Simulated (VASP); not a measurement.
Wanted: the native input for a VASP 6.6.1 run.

```yaml
Task: single point
Functional: PBE
Potentials_or_basis: VASP PAW PBE potentials, release 64 (Co)
Cutoff: 600 eV
k_mesh: 15 × 15 × 8
Occupations: fermi-dirac, width 0.6 eV
Spin: no spin polarisation
Dipole_correction: no
Further_INCAR_settings: ALGO = Normal; EDIFF = 1e-06; NBANDS = 16
```

The structure of Co lies in POSCAR:

```
Co
1.0
    2.4583936733      0.0000000000      0.0000000000
   -1.2291968366      2.1290313736      0.0000000000
    0.0000000000      0.0000000000      3.9606917934
Co
2
Direct
    0.3333333333      0.6666666667      0.2500000000
    0.6666666667      0.3333333333      0.7500000000
```

These files were run (other wordings do the same):

INCAR

```
ALGO = Normal ; EDIFF = 1E-6
ENCUT = 600 ; GGA = PE
GGA_COMPAT = False ; ISIF = 2
ISMEAR = -1 ; LASPH = True
LCHARG = False ; LREAL = False
LWAVE = False ; NBANDS = 16
NELM = 120 ; PREC = Accurate
SIGMA = 0.6
```

KPOINTS

```
k-points
0
Gamma
  15 15 8
```

Potentials or basis: VASP PAW PBE potentials, release 64 (Co).

Run with:

```sh
$ cat potpaw_PBE.64/Co/POTCAR > POTCAR
$ mpirun -np 1 vasp_std > vasp.out
```

Results of the run:

```json
{"Pressure": "15.1 GPa", "Band gap on the k mesh": "zero (band 9 reaches 11.34 eV, above the bottom of band 10 at 9.77 eV)"}
```

Caveat: the run has no spin polarisation, though such a crystal can be magnetic.

Wall time 32 s on 1 thread of AMD EPYC 9R45 (Zen 5), with other jobs on the host, peak memory 0.14 GiB.
